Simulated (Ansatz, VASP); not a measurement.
**PbO2 in VASP and in Ansatz**

File POSCAR:

```
PbO2
1.0
    0.0000000000      2.6852230890      2.6852230890
    2.6852230890      0.0000000000      2.6852230890
    2.6852230890      2.6852230890      0.0000000000
Pb O
1 2
Direct
    0.0000000000      0.0000000000      0.0000000000
    0.2500000000      0.2500000000      0.2500000000
    0.7500000000      0.7500000000      0.7500000000
```

The input INCAR.step1:

```
SYSTEM = PbO2
PREC = Accurate
ENCUT = 520
ISMEAR = 0
SIGMA = 0.1
LREAL = .FALSE.
LASPH = .TRUE.
NELM = 100
NBANDS = 20
GGA = PE
ALGO = Normal
EDIFF = 1E-4
LWAVE = .TRUE.
LCHARG = .FALSE.
```

Contents of INCAR.step2:

```
SYSTEM = PbO2
PREC = Accurate
ENCUT = 520
EDIFF = 1E-6
ISMEAR = 0
SIGMA = 0.1
LREAL = .FALSE.
LASPH = .TRUE.
NELM = 100
ALGO = Normal
ISIF = 2
LWAVE = .FALSE.
LCHARG = .TRUE.
METAGGA = R2SCAN
LMIXTAU = .TRUE.
LELF = .TRUE.
LVHAR = .TRUE.
NBANDS = 20
ISTART = 1
```

Contents of KPOINTS:

```
regular mesh
0
G
  14 14 14
  0 0 0
```

Input for Ansatz:

```yaml
crystal:
  lattice:
    - [0.0, 2.685223089, 2.685223089]
    - [2.685223089, 0.0, 2.685223089]
    - [2.685223089, 2.685223089, 0.0]
  atoms:
    - { symbol: Pb, position: [0.0, 0.0, 0.0] }
    - { symbol: O, position: [0.25, 0.25, 0.25] }
    - { symbol: O, position: [0.75, 0.75, 0.75] }
basis:
  ecutwfc: 500
kpoints:
  mp_grid: { grid: [14, 14, 14] }
hamiltonian:
  xc: r2scan
scf:
  occupations: { method: gaussian, width: 0.1 }
output:
  forces: true
  stress: true
  eigenvalues: true
```

Alike in both runs: task single point; functional r2SCAN; k mesh 14 × 14 × 14; occupations gaussian, width 0.1 eV; no spin polarisation.

|  | VASP | Ansatz |
| --- | --- | --- |
| version | VASP 6.6.1 | Ansatz 0.2.0 |
| potentials or method | VASP PAW PBE potentials, release 64 (Pb_d, O), cutoff 520 eV | scalar-relativistic, plane waves, PAW |
| valence electrons in the cell | 26 | 26 |

VASP gave:

| Item | Value |
| --- | --- |
| gap on the k mesh at the Fermi level (eV) | none |
| pressure (GPa) | -3.4 |

Problem. What did Ansatz give for the same quantities?

Solution. gap on the k mesh at the Fermi level (eV): none; pressure (GPa): -4.4.

VASP's potentials were made for PBE, not for r2SCAN. A gap of «none» marks a metal or a gap that the smearing closes. The functional is the same, so the differences come from potentials, cutoffs and numerics.

Spin-orbit coupling is off throughout.
